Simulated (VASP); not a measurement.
# Rh (Pm-3m) in VASP: a series of runs, part 2 of 2

VASP 6.6.1.

### 3 Single point, r2SCAN, collinear spin, ferromagnetic start (13.96 Å³/atom)

This run uses another cell than the first one, of 13.96 Å³/atom.

Contents of POSCAR:

```
Rh
1.0
    2.4076727967      0.0000000000      0.0000000000
    0.0000000000      2.4076727967      0.0000000000
    0.0000000000      0.0000000000      2.4076727967
Rh
1
Direct
    0.0000000000      0.0000000000      0.0000000000
```

Contents of INCAR.step1:

```
SYSTEM = Rh
ALGO     = Normal         ! electronic algorithm
EDIFF    = 1E-4           ! SCF threshold, eV
ENCUT    = 520            ! plane-wave cutoff, eV
GGA      = PE             ! functional
ISMEAR   = -1             ! smearing method
ISPIN    = 2              ! spin polarisation
LASPH    = .TRUE.         ! aspherical terms in the spheres
LCHARG   = .FALSE.        ! write CHGCAR
LMAXMIX  = 4              ! l up to which the mixer works
LREAL    = .FALSE.        ! projectors in reciprocal space
LWAVE    = .TRUE.         ! write WAVECAR
MAGMOM   = 1              ! initial moments
NBANDS   = 18             ! bands
NELM     = 150            ! most SCF steps
PREC     = Accurate       ! precision mode
SIGMA    = 0.05           ! smearing width, eV
```

Contents of INCAR.step2:

```
SYSTEM = Rh
ALGO     = Normal         ! electronic algorithm
EDIFF    = 1E-7           ! SCF threshold, eV
ENCUT    = 520            ! plane-wave cutoff, eV
ISIF     = 2              ! what is computed and relaxed
ISMEAR   = -1             ! smearing method
ISPIN    = 2              ! spin polarisation
ISTART   = 1            
LASPH    = .TRUE.         ! aspherical terms in the spheres
LCHARG   = .FALSE.        ! write CHGCAR
LMAXMIX  = 4              ! l up to which the mixer works
LMIXTAU  = .TRUE.       
LORBIT   = 11             ! projections on sites
LREAL    = .FALSE.        ! projectors in reciprocal space
LWAVE    = .FALSE.        ! write WAVECAR
MAGMOM   = 1              ! initial moments
METAGGA  = R2SCAN         ! meta-GGA
NBANDS   = 18             ! bands
NELM     = 150            ! most SCF steps
PREC     = Accurate       ! precision mode
SIGMA    = 0.05           ! smearing width, eV
```

Contents of KPOINTS:

```
k-points
0
G
  14 14 14
  0 0 0
```

Potentials or basis: VASP PAW PBE potentials, release 64 (Rh_pv).

On the command line:

```sh
$ cat potpaw_PBE.64/Rh_pv/POTCAR > POTCAR
$ cp INCAR.step1 INCAR
$ mpirun -np 1 vasp_std > vasp.out
$ cp INCAR.step2 INCAR
$ mpirun -np 1 vasp_std > vasp.out
```

Wall time 1.7 min (1 thread of AMD EPYC 9R45 (Zen 5), shared host); peak memory 0.13 GiB.

The run converged. Its results:

```
Free energy                                           : -23.1548 eV
Pressure                                              : 37.3 GPa
Net moment                                            : 0.00 μB per cell
Valence electrons inside the program's atomic spheres : Rh 14.10
```

Levels at points of the mesh, in eV from the Fermi level:
Spin up:
```tsv
k point	band 4	band 5	band 6	band 7	band 8	band 9	band 10	band 11
(0.00, 0.00, 0.00)	-7.87	-6.58	-6.58	1.00	1.00	1.00	18.08	18.80
(0.50, 0.00, 0.00)	-5.77	-5.26	-1.81	-1.81	-0.13	1.27	7.82	18.08
(0.50, 0.50, 0.00)	-7.24	-4.58	-1.27	-1.27	3.06	6.48	6.48	15.25
(0.50, 0.50, 0.50)	-5.82	-5.82	-5.82	3.25	3.25	10.50	14.34	14.34
```
Spin down:
| k point | band 5 | band 6 | band 7 | band 8 | band 9 | band 10 |
| --- | --- | --- | --- | --- | --- | --- |
| (0.00, 0.00, 0.00) | -6.58 | -6.58 | 1.00 | 1.00 | 1.00 | 18.08 |
| (0.50, 0.00, 0.00) | -5.26 | -1.81 | -1.81 | -0.13 | 1.27 | 7.82 |
| (0.50, 0.50, 0.00) | -4.58 | -1.27 | -1.27 | 3.06 | 6.48 | 6.48 |
| (0.50, 0.50, 0.50) | -5.82 | -5.82 | 3.25 | 3.25 | 10.50 | 14.34 |

Caveat: the cell stands under pressure; the PAW data sets were made with another functional, which shifts forces and pressure a little.

### 4 Single point, r2SCAN, collinear spin, ferromagnetic start (14.59 Å³/atom)

This run uses another cell than the first one, of 14.59 Å³/atom.

Contents of POSCAR:

```
Rh
1.0
    2.4436135103      0.0000000000      0.0000000000
    0.0000000000      2.4436135103      0.0000000000
    0.0000000000      0.0000000000      2.4436135103
Rh
1
Direct
    0.0000000000      0.0000000000      0.0000000000
```

Contents of INCAR.step1:

```
SYSTEM = Rh
PREC = Accurate ; ENCUT = 520
ISMEAR = -1 ; SIGMA = 0.05
LREAL = .FALSE. ; LASPH = .TRUE.
NELM = 150 ; ISPIN = 2
MAGMOM = 1 ; LMAXMIX = 4
NBANDS = 18 ; GGA = PE
ALGO = Normal ; EDIFF = 1E-4
LWAVE = .TRUE. ; LCHARG = .FALSE.
```

Contents of INCAR.step2:

```
SYSTEM = Rh
PREC = Accurate ; ENCUT = 520
EDIFF = 1E-7 ; ISMEAR = -1
SIGMA = 0.05 ; LREAL = .FALSE.
LASPH = .TRUE. ; NELM = 150
ALGO = Normal ; ISIF = 2
LWAVE = .FALSE. ; LCHARG = .FALSE.
ISPIN = 2 ; MAGMOM = 1
LORBIT = 11 ; LMAXMIX = 4
METAGGA = R2SCAN ; LMIXTAU = .TRUE.
NBANDS = 18 ; ISTART = 1
```

Contents of KPOINTS:

```
regular mesh
0
G
  14 14 14
  0 0 0
```

On the command line:

```sh
$ cat potpaw_PBE.64/Rh_pv/POTCAR > POTCAR
$ cp INCAR.step1 INCAR
$ mpirun -np 1 vasp_std > vasp.out
$ cp INCAR.step2 INCAR
$ mpirun -np 1 vasp_std > vasp.out
```

It took 97 s on 1 thread of AMD EPYC 9R45 (Zen 5), shared host; peak memory 0.13 GiB.

The run converged. Its results:

```
Free energy                                           : -23.2716 eV
Pressure                                              : 22.1 GPa
Net moment                                            : 0.00 μB per cell
Valence electrons inside the program's atomic spheres : Rh 14.01
```

Levels at points of the mesh, in eV from the Fermi level:
Spin up:
| k point | band 5 | band 6 | band 7 | band 8 | band 9 | band 10 |
| --- | --- | --- | --- | --- | --- | --- |
| (0.00, 0.00, 0.00) | -6.18 | -6.18 | 0.92 | 0.92 | 0.92 | 18.10 |
| (0.50, 0.00, 0.00) | -5.01 | -1.69 | -1.69 | -0.02 | 1.17 | 7.41 |
| (0.50, 0.50, 0.00) | -4.33 | -1.18 | -1.18 | 2.85 | 6.33 | 6.33 |
| (0.50, 0.50, 0.50) | -5.43 | -5.43 | 3.02 | 3.02 | 10.66 | 13.81 |
Spin down:
```
           k point  band 4  band 5  band 6  band 7  band 8  band 9  band 10  band 11
(0.00, 0.00, 0.00)   -7.55   -6.18   -6.18    0.92    0.92    0.92    18.10    18.45
(0.50, 0.00, 0.00)   -5.42   -5.01   -1.69   -1.69   -0.02    1.17     7.41    18.10
(0.50, 0.50, 0.00)   -6.76   -4.33   -1.18   -1.18    2.85    6.33     6.33    14.87
(0.50, 0.50, 0.50)   -5.43   -5.43   -5.43    3.02    3.02   10.66    13.81    13.81
```

Caveat: the cell stands under pressure; the PAW data sets were made with another functional, which shifts forces and pressure a little.

### 5 Single point, r2SCAN, collinear spin, ferromagnetic start (15.23 Å³/atom)

This run uses another cell than the first one, of 15.23 Å³/atom.

Contents of POSCAR:

```
Rh
1.0
    2.4785269917      0.0000000000      0.0000000000
    0.0000000000      2.4785269917      0.0000000000
    0.0000000000      0.0000000000      2.4785269917
Rh
1
Direct
    0.0000000000      0.0000000000      0.0000000000
```

Contents of INCAR.step1:

```
SYSTEM = Rh
PREC = Accurate ; ENCUT = 520
ISMEAR = -1 ; SIGMA = 0.05
LREAL = .False. ; LASPH = .True.
NELM = 150 ; ISPIN = 2
MAGMOM = 1 ; LMAXMIX = 4
NBANDS = 18 ; GGA = PE
ALGO = Normal ; EDIFF = 1E-4
LWAVE = .True. ; LCHARG = .False.
```

Contents of INCAR.step2:

```
SYSTEM = Rh
PREC = Accurate ; ENCUT = 520
EDIFF = 1E-6 ; ISMEAR = -1
SIGMA = 0.05 ; LREAL = .False.
LASPH = .True. ; NELM = 150
ALGO = Normal ; ISIF = 2
LWAVE = .False. ; LCHARG = .False.
ISPIN = 2 ; MAGMOM = 1
LORBIT = 11 ; LMAXMIX = 4
METAGGA = R2SCAN ; LMIXTAU = .True.
NBANDS = 18 ; ISTART = 1
```

Contents of KPOINTS:

```
regular mesh
0
Gamma
  14 14 14
  0 0 0
```

On the command line:

```sh
$ cat potpaw_PBE.64/Rh_pv/POTCAR > POTCAR
$ cp INCAR.step1 INCAR
$ mpirun -np 1 vasp_std > vasp.out
$ cp INCAR.step2 INCAR
$ mpirun -np 1 vasp_std > vasp.out
```

Wall time 90 s (1 thread of AMD EPYC 9R45 (Zen 5), shared host); peak memory 0.13 GiB.

It converged, with:

```
Free energy                                           : -23.3351 eV
Pressure                                              : 10.2 GPa
Net moment                                            : 0.00 μB per cell
Valence electrons inside the program's atomic spheres : Rh 13.93
```

Levels at points of the mesh, in eV from the Fermi level:
Spin up:
| k point | band 4 | band 5 | band 6 | band 7 | band 8 | band 9 | band 10 | band 11 |
| --- | --- | --- | --- | --- | --- | --- | --- | --- |
| (0.00, 0.00, 0.00) | -7.26 | -5.81 | -5.81 | 0.85 | 0.85 | 0.85 | 18.11 | 18.11 |
| (0.50, 0.00, 0.00) | -5.10 | -4.77 | -1.57 | -1.57 | 0.09 | 1.09 | 7.03 | 18.14 |
| (0.50, 0.50, 0.00) | -6.33 | -4.10 | -1.11 | -1.11 | 2.66 | 6.20 | 6.20 | 14.51 |
| (0.50, 0.50, 0.50) | -5.08 | -5.08 | -5.08 | 2.82 | 2.82 | 10.78 | 13.33 | 13.33 |
Spin down:
| k point | band 5 | band 6 | band 7 | band 8 | band 9 | band 10 |
| --- | --- | --- | --- | --- | --- | --- |
| (0.00, 0.00, 0.00) | -5.81 | -5.81 | 0.85 | 0.85 | 0.85 | 18.11 |
| (0.50, 0.00, 0.00) | -4.77 | -1.57 | -1.57 | 0.09 | 1.09 | 7.03 |
| (0.50, 0.50, 0.00) | -4.10 | -1.11 | -1.11 | 2.66 | 6.20 | 6.20 |
| (0.50, 0.50, 0.50) | -5.08 | -5.08 | 2.82 | 2.82 | 10.78 | 13.33 |

Caveat: the cell stands under pressure; the PAW data sets were made with another functional, which shifts forces and pressure a little.

### 6 Overview

| cell | k mesh | gap on the mesh (eV) | pressure (GPa) | moment (μB) |
| --- | --- | --- | --- | --- |
| a = 2.512 Å, 1 atom | 13 × 13 × 13 | none | 1.0 | 0.00 |
| a = 2.408 Å, 1 atom | 14 × 14 × 14 | none | 37.3 | 0.00 |
| a = 2.444 Å, 1 atom | 14 × 14 × 14 | none | 22.1 | 0.00 |
| a = 2.479 Å, 1 atom | 14 × 14 × 14 | none | 10.2 | 0.00 |

Alike in all rows: task single point; level r2SCAN; potentials or basis VASP PAW PBE potentials, release 64 (Rh_pv); spin collinear, ferromagnetic start; cutoff (eV) 520; smearing fermi-dirac 0.05 eV.

Caveats: the PAW data sets were made with another functional, which shifts forces and pressure a little; the cell stands under pressure (at least some runs); an empty level that is flat over the whole mesh can mark a ghost state of the potentials, or a narrow d or f band (at least some runs).

Absolute energies hang on the potentials; compare differences alone.
